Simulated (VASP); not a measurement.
# Pt in VASP: single point with PBE

Aim: the single point of Pt with PBE.

Program: VASP 6.6.1. These are calculated values, not measurements. Logs are shortened: lines on timing, memory, paths and dates and some standing lists are left out, and cuts for length are marked.

## 1. The cell of the first run

The cell holds a slab with vacuum, 5 atoms: a = 2.807 Å, b = 2.807 Å, c = 19.169 Å, α = 90.00°, β = 90.00°, γ = 120.00°.

## 2. Single point, PBE

File INCAR:

```
PREC = Accurate ; ENCUT = 400
EDIFF = 1E-6 ; ISMEAR = 0
SIGMA = 0.1 ; LREAL = F
LASPH = T ; NELM = 120
ALGO = Normal ; ISIF = 2
LWAVE = F ; LCHARG = F
LDIPOL = T ; IDIPOL = 3
DIPOL = 0.5 0.5 0.500 ; GGA = PE
NBANDS = 33 ; GGA_COMPAT = F
NELMDL = -8
```

File KPOINTS:

```
Automatic mesh
0
Gamma
  12 12 1
```

File POSCAR:

```
Pt
1.0
    2.8072933478      0.0000000000      0.0000000000
   -1.4036466739      2.4311873550      0.0000000000
    0.0000000000      0.0000000000     19.1685816804
Pt
5
Direct
    0.6666666667      0.3333333333      0.2608435034
    0.3333333333      0.6666666667      0.3804217517
    0.0000000000      0.0000000000      0.5000000000
    0.6666666667      0.3333333333      0.6195782483
    0.3333333333      0.6666666667      0.7391564966
```

Potentials or basis: VASP PAW PBE potentials, release 64 (Pt).

The run is started by

```sh
$ cat potpaw_PBE.64/Pt/POTCAR > POTCAR
$ mpirun -np 1 vasp_std > vasp.out
```

OUTCAR:

```text
PREC = Accurate
   ENCUT = 400
   EDIFF = 1E-6
   ISMEAR = 0
   LREAL = F
   LASPH = T
   NELM = 120
   ISIF = 2
   GGA = PE
   NELMDL = -8

 ion  position               nearest neighbor table
   1  0.667  0.333  0.261-   2 2.81   2 2.81   2 2.81
   2  0.333  0.667  0.380-   1 2.81   3 2.81   1 2.81   3 2.81   3 2.81   1 2.81
   3  0.000  0.000  0.500-   2 2.81   4 2.81   2 2.81   4 2.81   4 2.81   2 2.81
   4  0.667  0.333  0.620-   5 2.81   3 2.81   5 2.81   3 2.81   3 2.81   5 2.81
   5  0.333  0.667  0.739-   4 2.81   4 2.81   4 2.81

  LATTYP: Found a hexagonal cell.
 ALAT       =     2.8072933478
 C/A-ratio  =     6.8281363241

  Lattice vectors:

 A1 = (   2.8072933478,   0.0000000000,   0.0000000000)
 A2 = (  -1.4036466739,   2.4311873550,   0.0000000000)
 A3 = (   0.0000000000,   0.0000000000,  19.1685816804)

Analysis of symmetry for initial positions (statically):
=====================================================================
 Subroutine PRICEL returns:
 Original cell was already a primitive cell.

 Routine SETGRP: Setting up the symmetry group for a
 hexagonal supercell.

 Subroutine GETGRP returns: Found 12 space group operations
 (whereof 12 operations were pure point group operations)
 out of a pool of 24 trial point group operations.

The static configuration has the point symmetry D_3d.

Analysis of symmetry for dynamics (positions and initial velocities):
=====================================================================
 Subroutine PRICEL returns:
 Original cell was already a primitive cell.

 Routine SETGRP: Setting up the symmetry group for a
 hexagonal supercell.

 Subroutine GETGRP returns: Found 12 space group operations
 (whereof 12 operations were pure point group operations)
 out of a pool of 24 trial point group operations.

The dynamic configuration has the point symmetry D_3d.

 Subroutine INISYM returns: Found 12 space group operations
 (whereof 12 operations are pure point group operations),
 and found     1 'primitive' translations

----------------------------------------------------------------------------------------

                                     Primitive cell

  volume of cell :     130.8266

  direct lattice vectors                    reciprocal lattice vectors
     2.807293348  0.000000000  0.000000000     0.356215000  0.205660826  0.000000000
    -1.403646674  2.431187355  0.000000000     0.000000000  0.411321652  0.000000000
     0.000000000  0.000000000 19.168581680     0.000000000  0.000000000  0.052168701

  length of vectors
     2.807293348  2.807293348 19.168581680     0.411321652  0.411321652  0.052168701

  position of ions in fractional coordinates (direct lattice)
     0.666666667  0.333333333  0.260843503
     0.333333333  0.666666667  0.380421752
     0.000000000  0.000000000  0.500000000
     0.666666667  0.333333333  0.619578248
     0.333333333  0.666666667  0.739156497

  ion indices of the primitive-cell ions
   primitive index   ion index
                 1           1
                 2           2
                 3           3
                 4           4
                 5           5

----------------------------------------------------------------------------------------

 KPOINTS: Automatic mesh

Automatic generation of k-mesh.
 Grid dimensions read from file:
 generate k-points for:   12   12    1

 Generating k-lattice:

  Cartesian coordinates                     Fractional coordinates (reciprocal lattice)
     0.029684583  0.017138402  0.000000000     0.083333333 -0.000000000  0.000000000
     0.000000000  0.034276804  0.000000000     0.000000000  0.083333333  0.000000000
     0.000000000  0.000000000  0.052168701     0.000000000  0.000000000  1.000000000

  Length of vectors
     0.034276804  0.034276804  0.052168701

  Shift w.r.t. Gamma in fractional coordinates (k-lattice)
     0.000000000  0.000000000  0.000000000

 Subroutine IBZKPT returns following result:
 ===========================================

 Found     19 irreducible k-points:

 Following reciprocal coordinates:
            Coordinates               Weight
  0.000000  0.000000  0.000000      1.000000
  0.083333  0.000000  0.000000      6.000000
  0.166667  0.000000  0.000000      6.000000
  0.250000 -0.000000  0.000000      6.000000
  0.333333 -0.000000  0.000000      6.000000
  0.416667  0.000000  0.000000      6.000000
[... 11 lines left out ...]
  0.333333  0.250000  0.000000     12.000000
  0.333333  0.333333  0.000000      2.000000
   k-points           NKPTS =     19   k-points in BZ     NKDIM =     19   number of bands    NBANDS=     33
   number of dos      NEDOS =    301   number of ions     NIONS =      5
   total plane-waves  NPLWV =  40824
   dimension x,y,z NGX =    18 NGY =   18 NGZ =  126
   dimension x,y,z NGXF=    36 NGYF=   36 NGZF=  252
   ions per type =               5
   NGX,Y,Z   is equivalent  to a cutoff of  10.66, 10.66, 10.93 a.u.
   NGXF,Y,Z  is equivalent  to a cutoff of  21.32, 21.32, 21.86 a.u.
 SYSTEM =  unknown system
   PREC   = accura    normal or accurate (medium, high low for compatibility)
   ISTART =      0    job   : 0-new  1-cont  2-samecut
   ICHARG =      2    charge: 1-file 2-atom 10-const
   ISPIN  =      1    spin polarized calculation?
   LNONCOLLINEAR =      F non collinear calculations
   LSORBIT =      F    spin-orbit coupling
   LASPH  =      T    aspherical Exc in radial PAW
   ENCUT  =  400.0 eV  29.40 Ry    5.42 a.u.   4.58  4.58 31.26*2*pi/ulx,y,z
   NELM   =    120;   NELMIN=  2; NELMDL= -8     # of ELM steps
   EDIFF  = 0.1E-05   stopping-criterion for ELM
   LREAL  =      F    real-space projection
   EDIFFG = 0.1E-04   stopping-criterion for IOM
   NSW    =      0    number of steps for IOM
   IBRION =     -1    ionic relax: 0-MD 1-quasi-New 2-CG
   NFREE  =      0    steps in history (QN), initial steepest desc. (CG)
   ISIF   =      2    stress and relaxation
   ISYM   =      2    0-nonsym 1-usesym 2-fastsym
   POTIM  = 0.5000    time-step for ionic-motion
   TEBEG  =    0.0;   TEEND  =   0.0 temperature during run
   PSTRESS=    0.0 pullay stress
   NELECT =      50.0000    total number of electrons
   NUPDOWN=      -1.0000    fix difference up-down
   EMIN   =  10.00;   EMAX   =-10.00  energy-range for DOS
   EFERMI =   0.00;   METHOD = LEGACY
   ISMEAR =     0;   SIGMA  =   0.10  broadening in eV -4-tet -1-fermi 0-gaus
   EFERMI_NEDOS =   21; number of points for ismear=-14 and -15
   IALGO  =     38    algorithm
   IMIX   =      4    mixing-type and parameters
     AMIX     =   0.40;   BMIX     =  1.00
     AMIX_MAG =   1.60;   BMIX_MAG =  1.00
  volume/ion in A,a.u.               =      26.17       176.57
  Fermi-wavevector in a.u.,A,eV,Ry     =   1.188045  2.245079 19.203944  1.411450
  Thomas-Fermi vector in A             =   2.324183
   LORBIT       =      0    0 simple, 1 ext, 2 COOP (PROOUT), +10 PAW based schemes
   GGA     = PE    functional components
   LHFCALC =     F    Hartree Fock is set to
   AEXX    =    0.0000 exact exchange contribution
   IVDW    =     0    specifies the selected vdW correction
   LEPSILON=     F    determine dielectric tensor
   LRPA    =     F    only Hartree local field effects (RPA)
 non-spin polarized calculation
 Gauss-broadening in eV      SIGMA  =   0.10
  energy-cutoff  :      400.00
  volume of cell :      130.83
 maximum number of plane-waves:      2416
   NGX =  9   NGY =  9   NGZ = 63

 number of electron      49.9999978 magnetization

 dipolmoment           0.000000      0.000000     -0.000000 electrons x Angstroem

 Free energy of the ion-electron system (eV)
  ---------------------------------------------------
  ext. energy  EPLUGINS =         0.00000000
  ---------------------------------------------------
  free energy    TOTEN  =       -29.24537388 eV

  energy without entropy =      -29.18865937  energy(sigma->0) =      -29.21701663

 E-fermi :   3.9848     XC(G=0):  -8.8263

 val. band max:        3.9804986624   @ k =   0.0000   0.0000   0.0000
 cond. band min:       3.9938740996   @ k =   0.0833   0.0000   0.0000
 fundamental gap:      0.0133754372
 Fermi energy:         3.9847507155

 k-point     1 :       0.0000    0.0000    0.0000
  band No.  band energies     occupation
      1      -5.4627      2.00000
      2      -4.4966      2.00000
      3      -3.4379      2.00000
      4      -2.7877      2.00000
      5      -2.7568      2.00000
      6       0.2499      2.00000
[... 25 lines left out ...]
     32       9.1428      0.00000
     33      10.5443      0.00000

 k-point     2 :       0.0833    0.0000    0.0000
  band No.  band energies     occupation
      1      -5.2272      2.00000
      2      -4.2673      2.00000
      3      -3.2065      2.00000
      4      -2.5696      2.00000
      5      -2.5254      2.00000
      6       0.0719      2.00000
[... 25 lines left out ...]
     32       9.2901      0.00000
     33      10.7174      0.00000

 k-point     3 :       0.1667    0.0000    0.0000
  band No.  band energies     occupation
      1      -4.5659      2.00000
      2      -3.6442      2.00000
      3      -2.6042      2.00000
      4      -2.0165      2.00000
      5      -1.9191      2.00000
      6      -0.4298      2.00000
[... 25 lines left out ...]
     32       9.7071      0.00000
     33      11.2239      0.00000

 k-point     4 :       0.2500   -0.0000    0.0000
  band No.  band energies     occupation
      1      -3.6528      2.00000
      2      -2.8815      2.00000
      3      -2.0677      2.00000
      4      -1.5963      2.00000
      5      -1.3139      2.00000
      6      -0.9929      2.00000
[... 25 lines left out ...]
     32      10.3760      0.00000
     33      11.9249      0.00000

 k-point     5 :       0.3333   -0.0000    0.0000
  band No.  band energies     occupation
      1      -2.9090      2.00000
      2      -2.3991      2.00000
      3      -2.0635      2.00000
      4      -1.6931      2.00000
      5      -1.4567      2.00000
      6      -1.3055      2.00000
[... 424 lines left out ...]
 k-point    17 :       0.2500    0.2500    0.0000
  band No.  band energies     occupation
      1      -1.7375      2.00000
      2      -1.7138      2.00000
      3      -1.2890      2.00000
      4      -1.2697      2.00000
      5      -0.8101      2.00000
      6      -0.7482      2.00000
[... 25 lines left out ...]
     32      11.1128      0.00000
     33      11.8614      0.00000

 k-point    18 :       0.3333    0.2500    0.0000
  band No.  band energies     occupation
      1      -1.6575      2.00000
      2      -1.5838      2.00000
      3      -1.1439      2.00000
      4      -1.0804      2.00000
      5      -0.9336      2.00000
      6      -0.6063      2.00000
[... 25 lines left out ...]
     32      10.4961      0.00000
     33      11.1629      0.00000

 k-point    19 :       0.3333    0.3333    0.0000
  band No.  band energies     occupation
      1      -1.3263      2.00000
      2      -1.2990      2.00000
      3      -1.2990      2.00000
      4      -0.7958      2.00000
      5      -0.7958      2.00000
      6      -0.7007      2.00000
[... 25 lines left out ...]
     32      10.8542      0.00000
     33      10.8542      0.00000

------------------------ aborting loop because EDIFF is reached ----------------------------------------

 vacuum level on the upper side and lower side of the slab       (xc-potential included)        -0.513        -0.513

  FORCE on cell =-STRESS in cart. coord.  units (eV):
  Direction    XX          YY          ZZ          XY          YZ          ZX
  --------------------------------------------------------------------------------------
  -------------------------------------------------------------------------------------
  Total       -4.3393044     -4.3393044     -0.3800418      0.0000000      0.0000000      0.0000000
  in kB      -53.1415842    -53.1415842     -4.6542077      0.0000000      0.0000000      0.0000000
  external PRESSURE =     -36.9791254 kB  Pullay stress =       0.0000000 kB

 VOLUME and BASIS-vectors are now :
 -----------------------------------------------------------------------------
  energy-cutoff  :      400.00
  volume of cell :      130.83
      direct lattice vectors                 reciprocal lattice vectors
     2.807293348  0.000000000  0.000000000     0.356215000  0.205660826  0.000000000
    -1.403646674  2.431187355  0.000000000     0.000000000  0.411321652  0.000000000
     0.000000000  0.000000000 19.168581680     0.000000000  0.000000000  0.052168701

 POSITION                                       TOTAL-FORCE (eV/Angst)
 -----------------------------------------------------------------------------------
      1.40365      0.81040      5.00000         0.000000      0.000000     -0.092861
     -0.00000      1.62079      7.29215        -0.000000     -0.000000      0.253954
      0.00000      0.00000      9.58429        -0.000000      0.000000      0.000000
      1.40365      0.81040     11.87644         0.000000      0.000000     -0.253954
     -0.00000      1.62079     14.16858        -0.000000     -0.000000      0.092861
 -----------------------------------------------------------------------------------
    total drift:                                0.000000     -0.000000      0.000000

  FREE ENERGIE OF THE ION-ELECTRON SYSTEM (eV)
  ---------------------------------------------------
  free  energy   TOTEN  =       -29.2453738781 eV

  energy  without entropy=      -29.1886593748  energy(sigma->0) =      -29.21701663

 vacuum level on the upper side and lower side of the slab         9.183         9.183
```

Run time: 86 s. Hardware: 1 thread of Intel Xeon Platinum 8259CL at 2.50GHz (Skylake/Cascade Lake), shared host; peak memory 0.2 GiB.

What came out:

```
Free energy            : -29.2454 eV
Largest force          : 0.254 eV/Å
Band gap on the k mesh : zero (bands 25 and 26 overlap by 1.43 eV)
```

Forces in eV/Å, atoms in the order of the input:
```
Pt   0.000  0.000 -0.093
Pt   0.000  0.000  0.254
Pt   0.000  0.000  0.000
Pt   0.000  0.000 -0.254
Pt   0.000  0.000  0.093
```

Levels at points of the mesh, in eV from the Fermi level:
| k point | band 23 | band 24 | band 25 | band 26 | band 27 | band 28 |
| --- | --- | --- | --- | --- | --- | --- |
| (0.00, 0.00, 0.00) | -1.39 | -0.94 | -0.94 | -0.31 | -0.31 | -0.09 |
| (0.50, 0.00, 0.00) | 0.30 | 0.54 | 0.56 | 0.73 | 2.14 | 2.48 |

Caveat: spin-orbit coupling is left out, which moves the levels of the heavy elements.
